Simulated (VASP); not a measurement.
Rh:

```xyz
1
Lattice="0.0000 1.9016 1.9016 1.9016 0.0000 1.9016 1.9016 1.9016 0.0000" Properties=species:S:1:pos:R:3 pbc="T T T"
Rh    0.0000    0.0000    0.0000
```

Base run:

```yaml
Program: VASP 6.6.1
Functional: PBE
Potentials_or_basis: VASP PAW PBE potentials, release 64 (Rh_pv)
Cutoff: 520 eV
k_mesh: 22 × 22 × 22
Occupations: fermi-dirac, width 0.08 eV
Spin: no spin polarisation
```

Its results: pressure 6.0 GPa.

After a change of settings the same cell gave: pressure 8.9 GPa. Which change was it?
A. k mesh from 22 × 22 × 22 to 16 × 16 × 16; further incar settings from ALGO = Normal; EDIFF = 1e-08; NBANDS = 14 to ALGO = Normal; EDIFF = 1e-06; NBANDS = 14
B. k mesh from 22 × 22 × 22 to 12 × 12 × 12
C. k mesh from 22 × 22 × 22 to 5 × 5 × 5
D. k mesh from 22 × 22 × 22 to 16 × 16 × 16; further incar settings from ALGO = Normal; EDIFF = 1e-08; NBANDS = 14 to ALGO = Normal; EDIFF = 1e-07; NBANDS = 14

C.

Caveats: some runs use coarse meshes.
